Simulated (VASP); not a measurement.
# Ga3Se (Pm-3m) in VASP: notebook

Ga3Se is run at these levels: LDA, PBE; tasks: single point.

All numbers are computed with VASP 6.6.1; they aren't measurements. Logs are shortened: lines on timing, memory, paths and dates and some standing lists are left out, and cuts for length are marked.

## 1. The cell of the first run

Symmetry: Pm-3m, No. 221, cubic system. Conventional cell: a = 4.519 Å, b = 4.519 Å, c = 4.519 Å, α = 90.00°, β = 90.00°, γ = 90.00°. Se (site symmetry m-3m) has 12 Ga at 3.20 Å within 4.2 Å. Within 4.2 Å of Ga (site symmetry 4/mmm) lie 4 Se at 3.20 Å and 8 Ga at 3.20 Å.

## 2. Single point, LDA

Contents of INCAR:

```
PREC = Accurate
ENCUT = 520
EDIFF = 1E-6
ISMEAR = -1
SIGMA = 0.05
LREAL = F
LASPH = T
NELM = 100
ALGO = Normal
ISIF = 2
LWAVE = F
LCHARG = F
NBANDS = 30
```

Contents of KPOINTS:

```
Automatic mesh
0
Gamma
  6 6 6
```

Contents of POSCAR:

```
Ga3Se
1.0
    4.5193981489      0.0000000000      0.0000000000
    0.0000000000      4.5193981489      0.0000000000
    0.0000000000      0.0000000000      4.5193981489
Se Ga
1 3
Direct
    0.0000000000      0.0000000000      0.0000000000
    0.5000000000      0.5000000000      0.0000000000
    0.5000000000      0.0000000000      0.5000000000
    0.0000000000      0.5000000000      0.5000000000
```

Potentials or basis: VASP PAW LDA potentials, release 64 (Se, Ga_d).

Started as:

```
$ cat potpaw_LDA.64/Se/POTCAR potpaw_LDA.64/Ga_d/POTCAR > POTCAR
$ mpirun -np 1 vasp_std > vasp.out
```

OUTCAR:

```text
PREC = Accurate
   ENCUT = 520
   EDIFF = 1E-6
   ISMEAR = -1
   LREAL = F
   LASPH = T
   NELM = 100
   ISIF = 2

 ion  position               nearest neighbor table
   1  0.000  0.000  0.000-
   2  0.500  0.500  0.000-
   3  0.500  0.000  0.500-
   4  0.000  0.500  0.500-

  LATTYP: Found a simple cubic cell.
 ALAT       =     4.5193981489

  Lattice vectors:

 A1 = (   4.5193981489,   0.0000000000,   0.0000000000)
 A2 = (   0.0000000000,   4.5193981489,   0.0000000000)
 A3 = (   0.0000000000,   0.0000000000,   4.5193981489)

Analysis of symmetry for initial positions (statically):
=====================================================================
 Subroutine PRICEL returns:
 Original cell was already a primitive cell.

 Routine SETGRP: Setting up the symmetry group for a
 simple cubic supercell.

 Subroutine GETGRP returns: Found 48 space group operations
 (whereof 48 operations were pure point group operations)
 out of a pool of 48 trial point group operations.

The static configuration has the point symmetry O_h .

Analysis of symmetry for dynamics (positions and initial velocities):
=====================================================================
 Subroutine PRICEL returns:
 Original cell was already a primitive cell.

 Routine SETGRP: Setting up the symmetry group for a
 simple cubic supercell.

 Subroutine GETGRP returns: Found 48 space group operations
 (whereof 48 operations were pure point group operations)
 out of a pool of 48 trial point group operations.

The dynamic configuration has the point symmetry O_h .

 Subroutine INISYM returns: Found 48 space group operations
 (whereof 48 operations are pure point group operations),
 and found     1 'primitive' translations

----------------------------------------------------------------------------------------

                                     Primitive cell

  volume of cell :      92.3085

  direct lattice vectors                    reciprocal lattice vectors
     4.519398149  0.000000000  0.000000000     0.221268401  0.000000000  0.000000000
     0.000000000  4.519398149  0.000000000     0.000000000  0.221268401  0.000000000
     0.000000000  0.000000000  4.519398149     0.000000000  0.000000000  0.221268401

  length of vectors
     4.519398149  4.519398149  4.519398149     0.221268401  0.221268401  0.221268401

  position of ions in fractional coordinates (direct lattice)
     0.000000000  0.000000000  0.000000000
     0.500000000  0.500000000  0.000000000
     0.500000000  0.000000000  0.500000000
     0.000000000  0.500000000  0.500000000

  ion indices of the primitive-cell ions
   primitive index   ion index
                 1           1
                 2           2
                 3           3
                 4           4

----------------------------------------------------------------------------------------

 KPOINTS: Automatic mesh

Automatic generation of k-mesh.
 Grid dimensions read from file:
 generate k-points for:    6    6    6

 Generating k-lattice:

  Cartesian coordinates                     Fractional coordinates (reciprocal lattice)
     0.036878067  0.000000000  0.000000000     0.166666667  0.000000000  0.000000000
     0.000000000  0.036878067  0.000000000     0.000000000  0.166666667  0.000000000
     0.000000000  0.000000000  0.036878067     0.000000000  0.000000000  0.166666667

  Length of vectors
     0.036878067  0.036878067  0.036878067

  Shift w.r.t. Gamma in fractional coordinates (k-lattice)
     0.000000000  0.000000000  0.000000000

 Subroutine IBZKPT returns following result:
 ===========================================

 Found     20 irreducible k-points:

 Following reciprocal coordinates:
            Coordinates               Weight
  0.000000  0.000000  0.000000      1.000000
  0.166667  0.000000  0.000000      6.000000
  0.333333  0.000000  0.000000      6.000000
  0.500000  0.000000  0.000000      3.000000
  0.166667  0.166667  0.000000     12.000000
  0.333333  0.166667  0.000000     24.000000
[... 12 lines left out ...]
  0.500000  0.500000  0.333333      6.000000
  0.500000  0.500000  0.500000      1.000000
   k-points           NKPTS =     20   k-points in BZ     NKDIM =     20   number of bands    NBANDS=     30
   number of dos      NEDOS =    301   number of ions     NIONS =      4
   total plane-waves  NPLWV =  46656
   dimension x,y,z NGX =    36 NGY =   36 NGZ =   36
   dimension x,y,z NGXF=    72 NGYF=   72 NGZF=   72
   ions per type =               1   3
   NGX,Y,Z   is equivalent  to a cutoff of  13.24, 13.24, 13.24 a.u.
   NGXF,Y,Z  is equivalent  to a cutoff of  26.49, 26.49, 26.49 a.u.
 SYSTEM =  unknown system
   PREC   = accura    normal or accurate (medium, high low for compatibility)
   ISTART =      0    job   : 0-new  1-cont  2-samecut
   ICHARG =      2    charge: 1-file 2-atom 10-const
   ISPIN  =      1    spin polarized calculation?
   LNONCOLLINEAR =      F non collinear calculations
   LSORBIT =      F    spin-orbit coupling
   LASPH  =      T    aspherical Exc in radial PAW
   ENCUT  =  520.0 eV  38.22 Ry    6.18 a.u.   8.40  8.40  8.40*2*pi/ulx,y,z
   NELM   =    100;   NELMIN=  2; NELMDL= -5     # of ELM steps
   EDIFF  = 0.1E-05   stopping-criterion for ELM
   LREAL  =      F    real-space projection
   EDIFFG = 0.1E-04   stopping-criterion for IOM
   NSW    =      0    number of steps for IOM
   IBRION =     -1    ionic relax: 0-MD 1-quasi-New 2-CG
   NFREE  =      0    steps in history (QN), initial steepest desc. (CG)
   ISIF   =      2    stress and relaxation
   ISYM   =      2    0-nonsym 1-usesym 2-fastsym
   POTIM  = 0.5000    time-step for ionic-motion
   TEBEG  =    0.0;   TEEND  =   0.0 temperature during run
   PSTRESS=    0.0 pullay stress
   NELECT =      45.0000    total number of electrons
   NUPDOWN=      -1.0000    fix difference up-down
   EMIN   =  10.00;   EMAX   =-10.00  energy-range for DOS
   EFERMI =   0.00;   METHOD = LEGACY
   ISMEAR =    -1;   SIGMA  =   0.05  broadening in eV -4-tet -1-fermi 0-gaus
   EFERMI_NEDOS =   21; number of points for ismear=-14 and -15
   IALGO  =     38    algorithm
   IMIX   =      4    mixing-type and parameters
     AMIX     =   0.40;   BMIX     =  1.00
     AMIX_MAG =   1.60;   BMIX_MAG =  1.00
  volume/ion in A,a.u.               =      23.08       155.73
  Fermi-wavevector in a.u.,A,eV,Ry     =   1.288443  2.434803 22.586818  1.660084
  Thomas-Fermi vector in A             =   2.420396
   LORBIT       =      0    0 simple, 1 ext, 2 COOP (PROOUT), +10 PAW based schemes
   GGA     = CA    functional components
   LHFCALC =     F    Hartree Fock is set to
   AEXX    =    0.0000 exact exchange contribution
   IVDW    =     0    specifies the selected vdW correction
   LEPSILON=     F    determine dielectric tensor
   LRPA    =     F    only Hartree local field effects (RPA)
 non-spin polarized calculation
  energy-cutoff  :      520.00
  volume of cell :       92.31
 maximum number of plane-waves:      2517
 NGX is ok and might be reduce to    36
   NGX = 17   NGY = 17   NGZ = 17

 number of electron      45.0000038 magnetization

 Free energy of the ion-electron system (eV)
  ---------------------------------------------------
  ext. energy  EPLUGINS =         0.00000000
  ---------------------------------------------------
  free energy    TOTEN  =       -14.63891121 eV

  energy without entropy =      -14.62694104  energy(sigma->0) =      -14.63292612

 E-fermi :   3.9312     XC(G=0): -10.2803

 val. band max:        3.7654984289   @ k =   0.5000   0.0000   0.0000
 cond. band min:       3.9766033661   @ k =   0.5000   0.3333   0.1667
 fundamental gap:      0.2111049372
 Fermi energy:         3.9312273267

 k-point     1 :       0.0000    0.0000    0.0000
  band No.  band energies     occupation
      1     -11.1631      2.00000
      2     -11.1566      2.00000
      3     -11.1566      2.00000
      4     -11.1566      2.00000
      5     -11.1103      2.00000
      6     -11.1103      2.00000
[... 22 lines left out ...]
     29       9.8394      0.00000
     30      10.8300      0.00000

 k-point     2 :       0.1667    0.0000    0.0000
  band No.  band energies     occupation
      1     -11.1541      2.00000
      2     -11.1504      2.00000
      3     -11.1448      2.00000
      4     -11.1448      2.00000
      5     -11.1087      2.00000
      6     -11.1023      2.00000
[... 22 lines left out ...]
     29      10.5689      0.00000
     30      11.0702      0.00000

 k-point     3 :       0.3333    0.0000    0.0000
  band No.  band energies     occupation
      1     -11.1488      2.00000
      2     -11.1205      2.00000
      3     -11.1131      2.00000
      4     -11.1131      2.00000
      5     -11.1036      2.00000
      6     -11.0823      2.00000
[... 22 lines left out ...]
     29       9.7844      0.00000
     30      10.4668      0.00000

 k-point     4 :       0.5000    0.0000    0.0000
  band No.  band energies     occupation
      1     -11.1459      2.00000
      2     -11.1088      2.00000
      3     -11.0871      2.00000
      4     -11.0829      2.00000
      5     -11.0829      2.00000
      6     -11.0673      2.00000
[... 22 lines left out ...]
     29       8.0381      0.00000
     30       9.8395      0.00000

 k-point     5 :       0.1667    0.1667    0.0000
  band No.  band energies     occupation
      1     -11.1465      2.00000
      2     -11.1443      2.00000
      3     -11.1383      2.00000
      4     -11.1319      2.00000
      5     -11.1040      2.00000
      6     -11.0962      2.00000
[... 22 lines left out ...]
     29      10.0639      0.00000
     30      10.7636      0.00000
[... 394 lines left out ...]
     29      10.4488      0.00000
     30      11.4951      0.00000

 k-point    18 :       0.5000    0.3333    0.3333
  band No.  band energies     occupation
      1     -11.1622      2.00000
      2     -11.1138      2.00000
      3     -11.1051      2.00000
      4     -11.1011      2.00000
      5     -11.0987      2.00000
      6     -11.0968      2.00000
[... 22 lines left out ...]
     29      10.6655      0.00000
     30      10.8300      0.00000

 k-point    19 :       0.5000    0.5000    0.3333
  band No.  band energies     occupation
      1     -11.1757      2.00000
      2     -11.1081      2.00000
      3     -11.1081      2.00000
      4     -11.1057      2.00000
      5     -11.0997      2.00000
      6     -11.0997      2.00000
[... 22 lines left out ...]
     29      10.7837      0.00000
     30      11.7184      0.00000

 k-point    20 :       0.5000    0.5000    0.5000
  band No.  band energies     occupation
      1     -11.1913      2.00000
      2     -11.1110      2.00000
      3     -11.1110      2.00000
      4     -11.1110      2.00000
      5     -11.1049      2.00000
      6     -11.1049      2.00000
[... 22 lines left out ...]
     29      11.9500      0.00000
     30      11.9500      0.00000

------------------------ aborting loop because EDIFF is reached ----------------------------------------

  FORCE on cell =-STRESS in cart. coord.  units (eV):
  Direction    XX          YY          ZZ          XY          YZ          ZX
  --------------------------------------------------------------------------------------
  -------------------------------------------------------------------------------------
  Total       -3.6598201     -3.6598201     -3.6598201     -0.0000000     -0.0000000     -0.0000000
  in kB      -63.5226365    -63.5226365    -63.5226365     -0.0000000     -0.0000000     -0.0000000
  external PRESSURE =     -63.5226365 kB  Pullay stress =       0.0000000 kB

 VOLUME and BASIS-vectors are now :
 -----------------------------------------------------------------------------
  energy-cutoff  :      520.00
  volume of cell :       92.31
      direct lattice vectors                 reciprocal lattice vectors
     4.519398149  0.000000000  0.000000000     0.221268401  0.000000000  0.000000000
     0.000000000  4.519398149  0.000000000     0.000000000  0.221268401  0.000000000
     0.000000000  0.000000000  4.519398149     0.000000000  0.000000000  0.221268401

 POSITION                                       TOTAL-FORCE (eV/Angst)
 -----------------------------------------------------------------------------------
      0.00000      0.00000      0.00000         0.000000      0.000000      0.000000
      2.25970      2.25970      0.00000         0.000000      0.000000      0.000000
      2.25970      0.00000      2.25970         0.000000      0.000000      0.000000
      0.00000      2.25970      2.25970         0.000000      0.000000      0.000000
 -----------------------------------------------------------------------------------
    total drift:                                0.000000      0.000000      0.000000

  FREE ENERGIE OF THE ION-ELECTRON SYSTEM (eV)
  ---------------------------------------------------
  free  energy   TOTEN  =       -14.6389112070 eV

  energy  without entropy=      -14.6269410428  energy(sigma->0) =      -14.63292612
```

Run time: 17 s. Hardware: 1 thread of Intel Xeon 6975P-C (Granite Rapids), shared host; peak memory 0.19 GiB.

What came out:

* Free energy: -14.6389 eV
* Pressure: -6.4 GPa

## 3. Single point, PBE

This run uses another cell than the first one, of 20.46 Å³/atom, 0.887 times its volume.

Contents of INCAR:

```
SYSTEM = Ga3Se
ALGO = Normal ; EDIFF = 1E-7
ENCUT = 520 ; GGA = PE
ISIF = 2 ; ISMEAR = -1
LASPH = .TRUE. ; LCHARG = .FALSE.
LREAL = .FALSE. ; LWAVE = .FALSE.
NBANDS = 30 ; NELM = 100
PREC = Accurate ; SIGMA = 0.05
```

Contents of KPOINTS:

```
k-points
0
G
  6 6 6
  0 0 0
```

Contents of POSCAR:

```
Ga3Se
1.0
    4.3419811414      0.0000000000      0.0000000000
    0.0000000000      4.3419811414      0.0000000000
    0.0000000000      0.0000000000      4.3419811414
Se Ga
1 3
Direct
    0.0000000000      0.0000000000      0.0000000000
    0.5000000000      0.5000000000      0.0000000000
    0.5000000000      0.0000000000      0.5000000000
    0.0000000000      0.5000000000      0.5000000000
```

Potentials or basis: VASP PAW PBE potentials, release 64 (Se, Ga_d).

Started as:

```
$ cat potpaw_PBE.64/Se/POTCAR potpaw_PBE.64/Ga_d/POTCAR > POTCAR
$ mpirun -np 1 vasp_std > vasp.out
```

Wall time 19 s (1 thread of AMD EPYC 9R45 (Zen 5), shared host); peak memory 0.16 GiB.

The run converged. Its results:

* Free energy: -12.3989 eV
* Pressure: 2.2 GPa

Levels at points of the mesh, in eV from the Fermi level:
| k point | band 20 | band 21 | band 22 | band 23 | band 24 | band 25 | band 26 | band 27 |
| --- | --- | --- | --- | --- | --- | --- | --- | --- |
| (0.00, 0.00, 0.00) | -4.00 | -2.75 | -2.75 | 1.69 | 1.69 | 1.69 | 4.57 | 4.57 |
| (0.50, 0.00, 0.00) | -2.99 | -1.95 | -1.10 | -0.37 | -0.37 | 1.07 | 4.30 | 4.38 |
| (0.50, 0.50, 0.00) | -2.30 | -0.84 | -0.59 | -0.59 | 1.51 | 1.63 | 1.63 | 1.89 |
| (0.50, 0.50, 0.50) | -5.13 | -5.13 | -5.13 | -3.74 | 4.25 | 4.25 | 4.25 | 9.02 |
